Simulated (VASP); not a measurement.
# Ca (Im-3m) in VASP: a series of runs

Ca is run at these levels: PBEsol; tasks: single point, relaxation of cell and atoms.

Program: VASP 6.6.1. These are calculated values, not measurements. Logs are shortened: lines on timing, memory, paths and dates and some standing lists are left out, and cuts for length are marked.

## Step 1: The cell of the first run

Symmetry: Im-3m, No. 229, cubic system. Conventional cell: a = 4.326 Å, b = 4.326 Å, c = 4.326 Å, α = 90.00°, β = 90.00°, γ = 90.00°. Within 4.9 Å of Ca (site symmetry m-3m) lie 14 Ca at 3.75 to 4.33 Å.

This isn't the form of Ca at room conditions, which is fcc.

## Step 2: Single point, PBEsol

The input, INCAR:

```
  PREC = Accurate
  ENCUT = 500
  EDIFF = 1E-6
  ISMEAR = 0
  SIGMA = 0.05
  LREAL = False
  LASPH = True
  NELM = 120
  ALGO = Normal
  ISIF = 2
  LWAVE = False
  LCHARG = True
  GGA = PS
  LELF = True
  LVHAR = True
  NBANDS = 11
  GGA_COMPAT = False
```

The input, KPOINTS:

```
Automatic mesh
0
Gamma
  7 7 7
```

The input, POSCAR:

```
Ca
1.0
   -2.1630369237      2.1630369237      2.1630369237
    2.1630369237     -2.1630369237      2.1630369237
    2.1630369237      2.1630369237     -2.1630369237
Ca
1
Direct
    0.0000000000      0.0000000000      0.0000000000
```

Potentials or basis: VASP PAW PBE potentials, release 64 (Ca_sv).

Started as:

```
> cat potpaw_PBE.64/Ca_sv/POTCAR > POTCAR
> mpirun -np 1 vasp_std > vasp.out
```

OUTCAR:

```text
PREC = Accurate
   ENCUT = 500
   EDIFF = 1E-6
   ISMEAR = 0
   LREAL = False
   LASPH = True
   NELM = 120
   ISIF = 2
   GGA = PS

 ion  position               nearest neighbor table
   1  0.000  0.000  0.000-

  LATTYP: Found a body centered cubic cell.
 ALAT       =     4.3260738474

  Lattice vectors:

 A1 = (  -2.1630369237,   2.1630369237,   2.1630369237)
 A2 = (   2.1630369237,  -2.1630369237,   2.1630369237)
 A3 = (   2.1630369237,   2.1630369237,  -2.1630369237)

Analysis of symmetry for initial positions (statically):
=====================================================================
 Subroutine PRICEL returns:
 Original cell was already a primitive cell.

 Routine SETGRP: Setting up the symmetry group for a
 body centered cubic supercell.

 Subroutine GETGRP returns: Found 48 space group operations
 (whereof 48 operations were pure point group operations)
 out of a pool of 48 trial point group operations.

The static configuration has the point symmetry O_h .

Analysis of symmetry for dynamics (positions and initial velocities):
=====================================================================
 Subroutine PRICEL returns:
 Original cell was already a primitive cell.

 Routine SETGRP: Setting up the symmetry group for a
 body centered cubic supercell.

 Subroutine GETGRP returns: Found 48 space group operations
 (whereof 48 operations were pure point group operations)
 out of a pool of 48 trial point group operations.

The dynamic configuration has the point symmetry O_h .

 Subroutine INISYM returns: Found 48 space group operations
 (whereof 48 operations are pure point group operations),
 and found     1 'primitive' translations

----------------------------------------------------------------------------------------

                                     Primitive cell

  volume of cell :      40.4811

  direct lattice vectors                    reciprocal lattice vectors
    -2.163036924  2.163036924  2.163036924     0.000000000  0.231156479  0.231156479
     2.163036924 -2.163036924  2.163036924     0.231156479  0.000000000  0.231156479
     2.163036924  2.163036924 -2.163036924     0.231156479  0.231156479  0.000000000

  length of vectors
     3.746489850  3.746489850  3.746489850     0.326904628  0.326904628  0.326904628

  position of ions in fractional coordinates (direct lattice)
     0.000000000  0.000000000  0.000000000

  ion indices of the primitive-cell ions
   primitive index   ion index
                 1           1

----------------------------------------------------------------------------------------

 KPOINTS: Automatic mesh

Automatic generation of k-mesh.
 Grid dimensions read from file:
 generate k-points for:    7    7    7

 Generating k-lattice:

  Cartesian coordinates                     Fractional coordinates (reciprocal lattice)
     0.000000000  0.033022354  0.033022354     0.142857143  0.000000000  0.000000000
     0.033022354  0.000000000  0.033022354     0.000000000  0.142857143  0.000000000
     0.033022354  0.033022354  0.000000000     0.000000000  0.000000000  0.142857143

  Length of vectors
     0.046700661  0.046700661  0.046700661

  Shift w.r.t. Gamma in fractional coordinates (k-lattice)
     0.000000000  0.000000000  0.000000000

 Subroutine IBZKPT returns following result:
 ===========================================

 Found     20 irreducible k-points:

 Following reciprocal coordinates:
            Coordinates               Weight
  0.000000  0.000000  0.000000      1.000000
  0.142857  0.000000  0.000000     12.000000
  0.285714  0.000000  0.000000     12.000000
  0.428571  0.000000  0.000000     12.000000
  0.142857  0.142857  0.000000     24.000000
  0.285714  0.142857  0.000000     48.000000
[... 12 lines left out ...]
 -0.428571 -0.428571  0.285714      8.000000
 -0.428571  0.428571  0.428571      6.000000
   k-points           NKPTS =     20   k-points in BZ     NKDIM =     20   number of bands    NBANDS=     11
   number of dos      NEDOS =    301   number of ions     NIONS =      1
   total plane-waves  NPLWV =  21952
   dimension x,y,z NGX =    28 NGY =   28 NGZ =   28
   dimension x,y,z NGXF=    56 NGYF=   56 NGZF=   56
   ions per type =               1
   NGX,Y,Z   is equivalent  to a cutoff of  12.42, 12.42, 12.42 a.u.
   NGXF,Y,Z  is equivalent  to a cutoff of  24.85, 24.85, 24.85 a.u.
 SYSTEM =  unknown system
   PREC   = accura    normal or accurate (medium, high low for compatibility)
   ISTART =      0    job   : 0-new  1-cont  2-samecut
   ICHARG =      2    charge: 1-file 2-atom 10-const
   ISPIN  =      1    spin polarized calculation?
   LNONCOLLINEAR =      F non collinear calculations
   LSORBIT =      F    spin-orbit coupling
   LASPH  =      T    aspherical Exc in radial PAW
   ENCUT  =  500.0 eV  36.75 Ry    6.06 a.u.   6.83  6.83  6.83*2*pi/ulx,y,z
   NELM   =    120;   NELMIN=  2; NELMDL= -5     # of ELM steps
   EDIFF  = 0.1E-05   stopping-criterion for ELM
   LREAL  =      F    real-space projection
   EDIFFG = 0.1E-04   stopping-criterion for IOM
   NSW    =      0    number of steps for IOM
   IBRION =     -1    ionic relax: 0-MD 1-quasi-New 2-CG
   NFREE  =      0    steps in history (QN), initial steepest desc. (CG)
   ISIF   =      2    stress and relaxation
   ISYM   =      2    0-nonsym 1-usesym 2-fastsym
   POTIM  = 0.5000    time-step for ionic-motion
   TEBEG  =    0.0;   TEEND  =   0.0 temperature during run
   PSTRESS=    0.0 pullay stress
   NELECT =      10.0000    total number of electrons
   NUPDOWN=      -1.0000    fix difference up-down
   EMIN   =  10.00;   EMAX   =-10.00  energy-range for DOS
   EFERMI =   0.00;   METHOD = LEGACY
   ISMEAR =     0;   SIGMA  =   0.05  broadening in eV -4-tet -1-fermi 0-gaus
   EFERMI_NEDOS =   21; number of points for ismear=-14 and -15
   IALGO  =     38    algorithm
   IMIX   =      4    mixing-type and parameters
     AMIX     =   0.40;   BMIX     =  1.00
     AMIX_MAG =   1.60;   BMIX_MAG =  1.00
  volume/ion in A,a.u.               =      40.48       273.18
  Fermi-wavevector in a.u.,A,eV,Ry     =   1.027206  1.941138 14.356218  1.055152
  Thomas-Fermi vector in A             =   2.161139
   LORBIT       =      0    0 simple, 1 ext, 2 COOP (PROOUT), +10 PAW based schemes
   GGA     = PS    functional components
   LHFCALC =     F    Hartree Fock is set to
   AEXX    =    0.0000 exact exchange contribution
   IVDW    =     0    specifies the selected vdW correction
   LEPSILON=     F    determine dielectric tensor
   LRPA    =     F    only Hartree local field effects (RPA)
 non-spin polarized calculation
 Gauss-broadening in eV      SIGMA  =   0.05
  energy-cutoff  :      500.00
  volume of cell :       40.48
 maximum number of plane-waves:      1055
   NGX = 13   NGY = 13   NGZ = 13

 number of electron      10.0000002 magnetization

 Free energy of the ion-electron system (eV)
  ---------------------------------------------------
  ext. energy  EPLUGINS =         0.00000000
  ---------------------------------------------------
  free energy    TOTEN  =        -2.11712396 eV

  energy without entropy =       -2.11331038  energy(sigma->0) =       -2.11521717

 E-fermi :   2.1140     XC(G=0):  -7.9418

 val. band max:        2.0183748941   @ k =  -0.4286   0.4286   0.4286
 cond. band min:       2.1292328352   @ k =   0.4286   0.1429  -0.0000
 fundamental gap:      0.1108579411
 Fermi energy:         2.1140358393

 k-point     1 :       0.0000    0.0000    0.0000
  band No.  band energies     occupation
      1     -39.6777      2.00000
      2     -20.6623      2.00000
      3     -20.6623      2.00000
      4     -20.6623      2.00000
      5      -2.0484      2.00000
      6       4.4465      0.00000
      7       4.4465      0.00000
      8       4.4465      0.00000
      9       5.5619      0.00000
     10       5.5619      0.00000
     11      12.5281      0.00000

 k-point     2 :       0.1429    0.0000    0.0000
  band No.  band energies     occupation
      1     -39.6742      2.00000
      2     -20.6942      2.00000
      3     -20.6727      2.00000
      4     -20.6622      2.00000
      5      -1.6698      2.00000
      6       4.2222      0.00000
      7       4.2476      0.00000
      8       4.7375      0.00000
      9       5.3640      0.00000
     10       5.5732      0.00000
     11      11.9355      0.00000

 k-point     3 :       0.2857    0.0000    0.0000
  band No.  band energies     occupation
      1     -39.6663      2.00000
      2     -20.7649      2.00000
      3     -20.6962      2.00000
      4     -20.6622      2.00000
      5      -0.6220      2.00000
      6       3.4391      0.00000
      7       3.7839      0.00000
      8       5.4043      0.00000
      9       5.5343      0.00000
     10       5.6636      0.00000
     11       9.6577      0.00000

 k-point     4 :       0.4286    0.0000    0.0000
  band No.  band energies     occupation
      1     -39.6600      2.00000
      2     -20.8206      2.00000
      3     -20.7150      2.00000
      4     -20.6622      2.00000
      5       0.7588      2.00000
      6       2.4426      0.00000
      7       3.4804      0.00000
      8       5.4777      0.00000
      9       5.8223      0.00000
     10       6.4714      0.00000
     11       7.9510      0.00000
[... 183 lines left out ...]
 k-point    18 :      -0.4286    0.4286    0.2857
  band No.  band energies     occupation
      1     -39.6514      2.00000
      2     -20.7938      2.00000
      3     -20.7538      2.00000
      4     -20.7365      2.00000
      5       1.6578      2.00000
      6       2.4814      0.00000
      7       4.4556      0.00000
      8       4.4870      0.00000
      9       5.8213      0.00000
     10       6.2955      0.00000
     11       7.9636      0.00000

 k-point    19 :      -0.4286   -0.4286    0.2857
  band No.  band energies     occupation
      1     -39.6489      2.00000
      2     -20.7837      2.00000
      3     -20.7837      2.00000
      4     -20.7417      2.00000
      5       2.1833      0.05011
      6       2.1833      0.05011
      7       4.0814      0.00000
      8       5.5746      0.00000
      9       5.5746      0.00000
     10       7.2719      0.00000
     11       7.2738      0.00000

 k-point    20 :      -0.4286    0.4286    0.4286
  band No.  band energies     occupation
      1     -39.6465      2.00000
      2     -20.7806      2.00000
      3     -20.7753      2.00000
      4     -20.7753      2.00000
      5       2.0184      1.99318
      6       2.2282      0.00124
      7       5.4237      0.00000
      8       5.4237      0.00000
      9       5.7241      0.00000
     10       6.3037      0.00000
     11       7.3910      0.00000

------------------------ aborting loop because EDIFF is reached ----------------------------------------

  FORCE on cell =-STRESS in cart. coord.  units (eV):
  Direction    XX          YY          ZZ          XY          YZ          ZX
  --------------------------------------------------------------------------------------
  -------------------------------------------------------------------------------------
  Total        0.0030449      0.0030449      0.0030449     -0.0000000     -0.0000000      0.0000000
  in kB        0.1205122      0.1205122      0.1205122     -0.0000000     -0.0000000      0.0000000
  external PRESSURE =       0.1205122 kB  Pullay stress =       0.0000000 kB

 VOLUME and BASIS-vectors are now :
 -----------------------------------------------------------------------------
  energy-cutoff  :      500.00
  volume of cell :       40.48
      direct lattice vectors                 reciprocal lattice vectors
    -2.163036924  2.163036924  2.163036924     0.000000000  0.231156479  0.231156479
     2.163036924 -2.163036924  2.163036924     0.231156479  0.000000000  0.231156479
     2.163036924  2.163036924 -2.163036924     0.231156479  0.231156479  0.000000000

 POSITION                                       TOTAL-FORCE (eV/Angst)
 -----------------------------------------------------------------------------------
      0.00000      0.00000      0.00000         0.000000     -0.000000      0.000000
 -----------------------------------------------------------------------------------
    total drift:                                0.000000     -0.000000     -0.000000

  FREE ENERGIE OF THE ION-ELECTRON SYSTEM (eV)
  ---------------------------------------------------
  free  energy   TOTEN  =        -2.1171239591 eV

  energy  without entropy=       -2.1133103812  energy(sigma->0) =       -2.11521717
```

Wall time 7.4 s (1 thread of Intel Xeon 8259CL, shared host); peak memory 0.15 GiB.

What came out:

```
Free energy            : -2.1171 eV
Pressure               : 0.0 GPa
Band gap on the k mesh : zero (bands 5 and 6 overlap by 0.22 eV)
```

Caveat: the PAW data sets were made with another functional, which shifts forces and pressure a little.

## Step 3: Relaxation of cell and atoms, PBEsol

This run uses another cell than the first one, of 44.96 Å³/atom.

The input, INCAR:

```
SYSTEM = Ca
  PREC = Accurate
  ENCUT = 500
  EDIFF = 1E-7
  ISMEAR = 0
  SIGMA = 0.05
  LREAL = .False.
  LASPH = .True.
  NELM = 120
  ALGO = Normal
  ISIF = 3
  LWAVE = .False.
  LCHARG = .False.
  GGA = PS
  IBRION = 2
  NSW = 80
  EDIFFG = -0.01
  GGA_COMPAT = .False.
  NELMIN = 4
```

The input, KPOINTS:

```
Automatic mesh
0
Gamma
  7 7 7
  0 0 0
```

The input, POSCAR:

```
Ca
1.0
   -2.2400000000      2.2400000000      2.2400000000
    2.2400000000     -2.2400000000      2.2400000000
    2.2400000000      2.2400000000     -2.2400000000
Ca
1
Direct
    0.0000000000      0.0000000000      0.0000000000
```

Potentials or basis: VASP PAW PBE potentials, release 64 (Ca_sv).

Started as:

```
> cat potpaw_PBE.64/Ca_sv/POTCAR > POTCAR
> mpirun -np 1 vasp_std > vasp.out
```

Wall time 23 s (1 thread of Intel Xeon 8259CL, shared host); peak memory 0.16 GiB.

The run converged. Its results:

- Free energy: -2.1180 eV
- Relaxed volume: 40.59 Å³/atom
- Relaxed cell: a = 3.750 Å, b = 3.750 Å, c = 3.750 Å, α = 109.47°, β = 109.47°, γ = 109.47°
- Space group after relaxing (to 0.1 Å): Im-3m (No. 229)
- Energy gained by relaxing: 22.1 meV/atom
- Ionic steps: 3
- Pressure after relaxing: 0.0 GPa
- Band gap on the k mesh: zero (bands 5 and 6 overlap by 0.22 eV)

The path:
| step | energy change (eV) | largest force (eV/Å) | pressure (GPa) | volume (Å³) |
| --- | --- | --- | --- | --- |
| 1 | 0.0000 | 0.0000 | -1.47 | 44.96 |
| 2 | -0.0180 | 0.0000 | -0.70 | 42.33 |
| 3 | -0.0221 | 0.0000 | -0.03 | 40.59 |

Final structure:
```
CELL_PARAMETERS angstrom
-2.16495 2.16495 2.16495
2.16495 -2.16495 2.16495
2.16495 2.16495 -2.16495
ATOMIC_POSITIONS crystal
Ca 0.00000 0.00000 0.00000
```

Levels at points of the mesh, in eV from the Fermi level:
```tsv
k point	band 2	band 3	band 4	band 5	band 6	band 7	band 8	band 9
(0.00, 0.00, 0.00)	-22.78	-22.78	-22.78	-4.16	2.33	2.33	2.33	3.44
```

Caveat: the PAW data sets were made with another functional, which shifts forces and pressure a little.

The gap in the log of VASP goes by the Fermi energy; the results here count the filled bands.